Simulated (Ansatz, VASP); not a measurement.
Two plane-wave programs on Na

```
Na
1.0
     3.61983    0.00000    0.00000
     0.00000    3.61983    0.00000
     0.00000    0.00000    3.61983
Na
1
Direct
  0.00000 0.00000 0.00000
```

Alike in both runs: task single point; functional revPBE; k mesh 10 × 10 × 10; occupations fermi-dirac, width 0.1 eV; no spin polarisation.

```csv
,VASP,Ansatz
version,VASP 6.6.1,Ansatz 0.2.0
potentials or method,"VASP PAW PBE potentials, release 64 (Na_pv), cutoff 500 eV","plane waves (420 eV) with PAW, scalar-relativistic"
valence electrons in the cell,7,9
```

|  | VASP | Ansatz | Ansatz less VASP |
| --- | --- | --- | --- |
| pressure (GPa) | -0.5 | -0.5 | +0.03 |

VASP's potentials were made for PBE, not for revPBE. VASP's potentials hold 7 valence electrons a cell and Ansatz's 9, so a difference there can come from the potentials and not from the codes.
